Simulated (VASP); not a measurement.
# AgI (P6_3mc) in VASP: a series of runs

AgI is run at these levels: PBE; tasks: single point.

Everything below comes from runs of VASP 6.6.1. Logs are shortened: lines on timing, memory, paths and dates and some standing lists are left out, and cuts for length are marked.

## (1) The cell of the first run

The structure is hexagonal, space group P6_3mc (No. 186). Conventional cell: a = 4.475 Å, b = 4.475 Å, c = 7.316 Å, α = 90.00°, β = 90.00°, γ = 120.00°. Ag (site symmetry 3m) has 4 I at 2.74 Å within 3.6 Å. I (site symmetry 3m) has 4 Ag at 2.74 Å within 3.6 Å.

## (2) Single point, PBE (equal strain along all axes, cell held: -4.5 %, then relaxed in part)

Contents of INCAR:

```
SYSTEM = AgI
ALGO = Normal ; EDIFF = 1E-6
ENCUT = 500 ; GGA = PE
GGA_COMPAT = .False. ; ISIF = 2
ISMEAR = 0 ; LASPH = .True.
LCHARG = .False. ; LREAL = .False.
LWAVE = .False. ; NBANDS = 26
NELM = 120 ; PREC = Accurate
SIGMA = 0.02
```

Contents of KPOINTS:

```
k-points
0
Gamma
  6 6 4
  0 0 0
```

Contents of POSCAR:

```
AgI
1.0
    4.4754039147      0.0000000000      0.0000000000
   -2.2377019574      3.8758134823      0.0000000000
    0.0000000000      0.0000000000      7.3163814550
Ag I
2 2
Direct
    0.3333333333      0.6666666667      0.0027254708
    0.6666666667      0.3333333333      0.5027254708
    0.3333333333      0.6666666667      0.3771745292
    0.6666666667      0.3333333333      0.8771745292
```

Potentials or basis: VASP PAW PBE potentials, release 64 (Ag, I).

Started as:

```console
cat potpaw_PBE.64/Ag/POTCAR potpaw_PBE.64/I/POTCAR > POTCAR
mpirun -np 1 vasp_std > vasp.out
```

OUTCAR:

```text
SYSTEM = AgI
   EDIFF = 1E-6
   ENCUT = 500
   GGA = PE
   ISIF = 2
   ISMEAR = 0
   LASPH = .True.
   LREAL = .False.
   NELM = 120
   PREC = Accurate

 ion  position               nearest neighbor table
   1  0.333  0.667  0.003-   3 2.74   4 2.74   4 2.74   4 2.74
   2  0.667  0.333  0.503-   4 2.74   3 2.74   3 2.74   3 2.74
   3  0.333  0.667  0.377-   1 2.74   2 2.74   2 2.74   2 2.74
   4  0.667  0.333  0.877-   2 2.74   1 2.74   1 2.74   1 2.74

  LATTYP: Found a hexagonal cell.
 ALAT       =     4.4754039147
 C/A-ratio  =     1.6347980192

  Lattice vectors:

 A1 = (   4.4754039147,   0.0000000000,   0.0000000000)
 A2 = (  -2.2377019574,   3.8758134823,   0.0000000000)
 A3 = (   0.0000000000,   0.0000000000,   7.3163814550)

Analysis of symmetry for initial positions (statically):
=====================================================================
 Subroutine PRICEL returns:
 Original cell was already a primitive cell.

 Routine SETGRP: Setting up the symmetry group for a
 hexagonal supercell.

 Subroutine GETGRP returns: Found 12 space group operations
 (whereof  6 operations were pure point group operations)
 out of a pool of 24 trial point group operations.

The static configuration has the point symmetry C_3v.
 The point group associated with its full space group is C_6v.

Analysis of symmetry for dynamics (positions and initial velocities):
=====================================================================
 Subroutine PRICEL returns:
 Original cell was already a primitive cell.

 Routine SETGRP: Setting up the symmetry group for a
 hexagonal supercell.

 Subroutine GETGRP returns: Found 12 space group operations
 (whereof  6 operations were pure point group operations)
 out of a pool of 24 trial point group operations.

The dynamic configuration has the point symmetry C_3v.
 The point group associated with its full space group is C_6v.

 Subroutine INISYM returns: Found 12 space group operations
 (whereof  6 operations are pure point group operations),
 and found     1 'primitive' translations

[... 88 lines left out ...]
   ISPIN  =      1    spin polarized calculation?
   LNONCOLLINEAR =      F non collinear calculations
   LSORBIT =      F    spin-orbit coupling
   LASPH  =      T    aspherical Exc in radial PAW
   ENCUT  =  500.0 eV  36.75 Ry    6.06 a.u.   8.16  8.16 13.34*2*pi/ulx,y,z
   NELM   =    120;   NELMIN=  2; NELMDL= -5     # of ELM steps
   EDIFF  = 0.1E-05   stopping-criterion for ELM
   LREAL  =      F    real-space projection
   EDIFFG = 0.1E-04   stopping-criterion for IOM
   NSW    =      0    number of steps for IOM
   IBRION =     -1    ionic relax: 0-MD 1-quasi-New 2-CG
   NFREE  =      0    steps in history (QN), initial steepest desc. (CG)
   ISIF   =      2    stress and relaxation
   ISYM   =      2    0-nonsym 1-usesym 2-fastsym
   POTIM  = 0.5000    time-step for ionic-motion
   TEBEG  =    0.0;   TEEND  =   0.0 temperature during run
   PSTRESS=    0.0 pullay stress
   NELECT =      36.0000    total number of electrons
   NUPDOWN=      -1.0000    fix difference up-down
   EMIN   =  10.00;   EMAX   =-10.00  energy-range for DOS
   EFERMI =   0.00;   METHOD = LEGACY
   ISMEAR =     0;   SIGMA  =   0.02  broadening in eV -4-tet -1-fermi 0-gaus
   EFERMI_NEDOS =   21; number of points for ismear=-14 and -15
   IALGO  =     38    algorithm
   IMIX   =      4    mixing-type and parameters
     AMIX     =   0.40;   BMIX     =  1.00
     AMIX_MAG =   1.60;   BMIX_MAG =  1.00
  volume/ion in A,a.u.               =      31.73       214.11
  Fermi-wavevector in a.u.,A,eV,Ry     =   1.075669  2.032719 15.742799  1.157063
  Thomas-Fermi vector in A             =   2.211532
   LORBIT       =      0    0 simple, 1 ext, 2 COOP (PROOUT), +10 PAW based schemes
   GGA     = PE    functional components
   LHFCALC =     F    Hartree Fock is set to
   AEXX    =    0.0000 exact exchange contribution
   IVDW    =     0    specifies the selected vdW correction
   LEPSILON=     F    determine dielectric tensor
   LRPA    =     F    only Hartree local field effects (RPA)
 non-spin polarized calculation
 Gauss-broadening in eV      SIGMA  =   0.02
  energy-cutoff  :      500.00
  volume of cell :      126.91
 maximum number of plane-waves:      3240
 NGX is ok and might be reduce to    36
   NGX = 17   NGY = 17   NGZ = 27

 number of electron      35.9999998 magnetization

 Free energy of the ion-electron system (eV)
  ---------------------------------------------------
  ext. energy  EPLUGINS =         0.00000000
  ---------------------------------------------------
  free energy    TOTEN  =        -9.32428002 eV

  energy without entropy =       -9.32428002  energy(sigma->0) =       -9.32428002

 E-fermi :   4.1397     XC(G=0):  -8.7846

 val. band max:        4.0271525365   @ k =   0.0000   0.0000   0.0000
 cond. band min:       5.4086695499   @ k =   0.0000   0.0000   0.0000
 fundamental gap:      1.3815170134
 Fermi energy:         4.1397051817

 k-point     1 :       0.0000    0.0000    0.0000
  band No.  band energies     occupation
      1      -9.2308      2.00000
      2      -8.8685      2.00000
      3      -0.6665      2.00000
      4      -0.6555      2.00000
      5      -0.6555      2.00000
      6      -0.6346      2.00000
[... 598 lines left out ...]
     25      12.1856      0.00000
     26      12.1856      0.00000

------------------------ aborting loop because EDIFF is reached ----------------------------------------

  FORCE on cell =-STRESS in cart. coord.  units (eV):
  Direction    XX          YY          ZZ          XY          YZ          ZX
  --------------------------------------------------------------------------------------
  -------------------------------------------------------------------------------------
  Total        3.9817941      3.9817941      4.1123117     -0.0000000      0.0000000      0.0000000
  in kB       50.2687330     50.2687330     51.9164704     -0.0000000      0.0000000      0.0000000
  external PRESSURE =      50.8179788 kB  Pullay stress =       0.0000000 kB

 VOLUME and BASIS-vectors are now :
 -----------------------------------------------------------------------------
  energy-cutoff  :      500.00
  volume of cell :      126.91
      direct lattice vectors                 reciprocal lattice vectors
     4.475403915  0.000000000  0.000000000     0.223443519  0.129005176  0.000000000
    -2.237701957  3.875813482  0.000000000     0.000000000  0.258010352  0.000000000
     0.000000000  0.000000000  7.316381455     0.000000000  0.000000000  0.136679588

 POSITION                                       TOTAL-FORCE (eV/Angst)
 -----------------------------------------------------------------------------------
     -0.00000      2.58388      0.01994        -0.000000      0.000000     -0.002264
      2.23770      1.29194      3.67813         0.000000     -0.000000     -0.002264
     -0.00000      2.58388      2.75955        -0.000000      0.000000      0.002264
      2.23770      1.29194      6.41774         0.000000     -0.000000      0.002264
 -----------------------------------------------------------------------------------
    total drift:                               -0.000000      0.000000     -0.000273

  FREE ENERGIE OF THE ION-ELECTRON SYSTEM (eV)
  ---------------------------------------------------
  free  energy   TOTEN  =        -9.3242800228 eV

  energy  without entropy=       -9.3242800228  energy(sigma->0) =       -9.32428002
```

OSZICAR:

```text
N       E                     dE             d eps       ncg     rms          rms(c)
DAV:   1     0.204270166444E+03    0.20427E+03   -0.15661E+04  1092   0.117E+03
DAV:   2     0.258862540862E+00   -0.20401E+03   -0.19685E+03  1234   0.239E+02
DAV:   3    -0.935968155385E+01   -0.96185E+01   -0.95652E+01  1324   0.515E+01
DAV:   4    -0.953502900193E+01   -0.17535E+00   -0.17528E+00  1396   0.676E+00
DAV:   5    -0.953616541856E+01   -0.11364E-02   -0.11364E-02  1254   0.633E-01    0.890E+00
DAV:   6    -0.932570689236E+01    0.21046E+00   -0.73959E-01  1130   0.938E+00    0.646E+00
DAV:   7    -0.932471307068E+01    0.99382E-03   -0.16388E-01  1142   0.182E+00    0.209E+00
DAV:   8    -0.932401112984E+01    0.70194E-03   -0.78659E-03  1190   0.798E-01    0.479E-01
DAV:   9    -0.932417458375E+01   -0.16345E-03   -0.25324E-03  1198   0.385E-01    0.990E-02
DAV:  10    -0.932423167865E+01   -0.57095E-04   -0.16741E-04  1272   0.138E-01    0.278E-02
DAV:  11    -0.932427320866E+01   -0.41530E-04   -0.55352E-05  1142   0.422E-02    0.274E-02
DAV:  12    -0.932427781620E+01   -0.46075E-05   -0.24475E-05  1240   0.468E-02    0.135E-02
DAV:  13    -0.932428004164E+01   -0.22254E-05   -0.11355E-05  1116   0.285E-02    0.995E-03
DAV:  14    -0.932428002284E+01    0.18796E-07   -0.10598E-06   938   0.479E-03
   1 F= -.93242800E+01 E0= -.93242800E+01  d E =-.275989E-17
```

Run time: 75 s. Hardware: 1 thread of Intel Xeon 6975P-C (Granite Rapids), shared host; peak memory 0.27 GiB.

What came out:

- Free energy: -9.3243 eV
- Pressure: 5.1 GPa
- Band gap on the k mesh: 1.38 eV

Forces in eV/Å, atoms in the order of the input:
```
Ag   0.000  0.000 -0.002
Ag   0.000  0.000 -0.002
I    0.000  0.000  0.002
I    0.000  0.000  0.002
```

Levels at points of the mesh, in eV from the valence-band top:
```csv
k point,band 14,band 15,band 16,band 17,band 18,band 19,band 20,band 21,band 22,band 23
"(0.00, 0.00, 0.00)",-0.83,-0.83,-0.08,0.00,0.00,1.38,2.58,5.61,5.61,5.76
"(0.50, 0.00, 0.00)",-2.93,-2.51,-2.06,-1.22,-0.83,3.36,3.48,4.68,6.03,6.13
"(0.00, 0.00, 0.50)",-1.89,-0.43,-0.43,-0.43,-0.43,2.68,2.68,5.63,5.63,5.94
"(0.50, 0.00, 0.50)",-3.15,-1.44,-1.44,-1.42,-1.42,3.18,3.18,4.77,4.77,7.45
```

Caveat: the cell differs from its parent crystal (equal strain along all axes, cell held: -4.5 %, then relaxed in part); the cell stands under pressure; spin-orbit coupling is left out, which moves the levels of the heavy elements.

## (3) Single point, PBE

Contents of INCAR:

```
  ALGO = Normal
  EDIFF = 1E-6
  ENCUT = 500
  GGA = PE
  GGA_COMPAT = False
  ISIF = 2
  ISMEAR = 0
  LASPH = True
  LCHARG = False
  LREAL = False
  LWAVE = False
  NBANDS = 26
  NELM = 120
  PREC = Accurate
  SIGMA = 0.02
```

Contents of KPOINTS:

```
k-points
0
Gamma
  6 6 4
```

POSCAR is that of step 2.

Potentials or basis: VASP PAW PBE potentials, release 64 (Ag, I).

Started as:

```console
cat potpaw_PBE.64/Ag/POTCAR potpaw_PBE.64/I/POTCAR > POTCAR
mpirun -np 1 vasp_std > vasp.out
```

Wall time 69 s (1 thread of Intel Xeon 6975P-C (Granite Rapids), shared host); peak memory 0.27 GiB.

The run converged. Its results:

```
Free energy            : -9.3243 eV
Pressure               : 5.1 GPa
Band gap on the k mesh : 1.38 eV
```

Forces on the atoms (eV/Å):
```
Ag   0.000  0.000 -0.002
Ag   0.000  0.000 -0.002
I    0.000  0.000  0.002
I    0.000  0.000  0.002
```

Stress tensor (GPa, compression positive):
```
5.03 0.00 0.00
0.00 5.03 0.00
0.00 0.00 5.19
```

Levels at points of the mesh, in eV from the valence-band top:
```tsv
k point	band 14	band 15	band 16	band 17	band 18	band 19	band 20	band 21	band 22	band 23
(0.00, 0.00, 0.00)	-0.83	-0.83	-0.08	0.00	0.00	1.38	2.58	5.61	5.61	5.76
(0.50, 0.00, 0.00)	-2.93	-2.51	-2.06	-1.22	-0.83	3.36	3.48	4.68	6.03	6.13
(0.00, 0.00, 0.50)	-1.89	-0.43	-0.43	-0.43	-0.43	2.68	2.68	5.63	5.63	5.94
(0.50, 0.00, 0.50)	-3.15	-1.44	-1.44	-1.42	-1.42	3.18	3.18	4.77	4.77	7.45
```

Caveat: the cell stands under pressure; spin-orbit coupling is left out, which moves the levels of the heavy elements.

## (4) Single point, PBE (equal strain along all axes, cell held: -3.0 %, then relaxed in part)

Contents of INCAR:

```
  PREC = Accurate
  ENCUT = 500
  EDIFF = 1E-6
  ISMEAR = 0
  SIGMA = 0.02
  LREAL = F
  LASPH = T
  NELM = 120
  ALGO = Normal
  ISIF = 2
  LWAVE = F
  LCHARG = F
  GGA = PE
  NBANDS = 26
  GGA_COMPAT = F
```

Contents of KPOINTS:

```
Automatic mesh
0
Gamma
  6 6 4
```

Contents of POSCAR:

```
AgI
1.0
    4.5456982170      0.0000000000      0.0000000000
   -2.2728491085      3.9366901339      0.0000000000
    0.0000000000      0.0000000000      7.4312984412
Ag I
2 2
Direct
    0.3333333333      0.6666666667      0.0024494355
    0.6666666667      0.3333333333      0.5024494355
    0.3333333333      0.6666666667      0.3774505645
    0.6666666667      0.3333333333      0.8774505645
```

Started as:

```console
cat potpaw_PBE.64/Ag/POTCAR potpaw_PBE.64/I/POTCAR > POTCAR
mpirun -np 1 vasp_std > vasp.out
```

It took 66 s on 1 thread of Intel Xeon 6975P-C (Granite Rapids), shared host; peak memory 0.27 GiB.

It converged, with:

```yaml
Free_energy: -9.4753 eV
Pressure: 2.9 GPa
Largest_force: 0.007 eV/Å
Band_gap_on_the_k_mesh: 1.37 eV
```

Forces in eV/Å, atoms in the order of the input:
```
Ag   0.000  0.000  0.007
Ag   0.000  0.000  0.007
I    0.000  0.000 -0.007
I    0.000  0.000 -0.007
```

Levels at points of the mesh, in eV from the valence-band top:
| k point | band 16 | band 17 | band 18 | band 19 | band 20 | band 21 |
| --- | --- | --- | --- | --- | --- | --- |
| (0.00, 0.00, 0.00) | -0.08 | 0.00 | 0.00 | 1.37 | 2.61 | 5.69 |
| (0.50, 0.00, 0.00) | -1.89 | -1.10 | -0.76 | 3.35 | 3.54 | 4.76 |
| (0.00, 0.00, 0.50) | -0.39 | -0.39 | -0.39 | 2.67 | 2.67 | 5.63 |
| (0.50, 0.00, 0.50) | -1.32 | -1.31 | -1.31 | 3.23 | 3.23 | 4.83 |

Caveat: the cell differs from its parent crystal (equal strain along all axes, cell held: -3.0 %, then relaxed in part); spin-orbit coupling is left out, which moves the levels of the heavy elements.

## (5) Single point, PBE

This run uses another cell than the first one, of 33.25 Å³/atom.

Contents of INCAR:

```
SYSTEM = AgI
  PREC = Accurate
  ENCUT = 500
  EDIFF = 1E-6
  ISMEAR = 0
  SIGMA = 0.02
  LREAL = .FALSE.
  LASPH = .TRUE.
  NELM = 120
  ALGO = Normal
  ISIF = 2
  LWAVE = .FALSE.
  LCHARG = .FALSE.
  GGA = PE
  NBANDS = 26
  GGA_COMPAT = .FALSE.
```

Contents of KPOINTS:

```
regular mesh
0
G
  6 6 4
  0 0 0
```

POSCAR is that of step 4.

Started as:

```console
cat potpaw_PBE.64/Ag/POTCAR potpaw_PBE.64/I/POTCAR > POTCAR
mpirun -np 1 vasp_std > vasp.out
```

It took 64 s on 1 thread of Intel Xeon 6975P-C (Granite Rapids), shared host; peak memory 0.27 GiB.

The run converged. Its results:

- Free energy: -9.4753 eV
- Pressure: 2.9 GPa
- Largest force: 0.007 eV/Å
- Band gap on the k mesh: 1.37 eV

Forces in eV/Å, atoms in the order of the input:
```
Ag   0.000  0.000  0.007
Ag   0.000  0.000  0.007
I    0.000  0.000 -0.007
I    0.000  0.000 -0.007
```

Levels at points of the mesh, in eV from the valence-band top:
| k point | band 15 | band 16 | band 17 | band 18 | band 19 | band 20 | band 21 | band 22 |
| --- | --- | --- | --- | --- | --- | --- | --- | --- |
| (0.00, 0.00, 0.00) | -0.76 | -0.08 | 0.00 | 0.00 | 1.37 | 2.61 | 5.69 | 5.69 |
| (0.50, 0.00, 0.00) | -2.32 | -1.89 | -1.10 | -0.76 | 3.35 | 3.54 | 4.76 | 5.95 |
| (0.00, 0.00, 0.50) | -0.39 | -0.39 | -0.39 | -0.39 | 2.67 | 2.67 | 5.63 | 5.63 |
| (0.50, 0.00, 0.50) | -1.32 | -1.32 | -1.31 | -1.31 | 3.23 | 3.23 | 4.83 | 4.83 |

Caveat: spin-orbit coupling is left out, which moves the levels of the heavy elements.
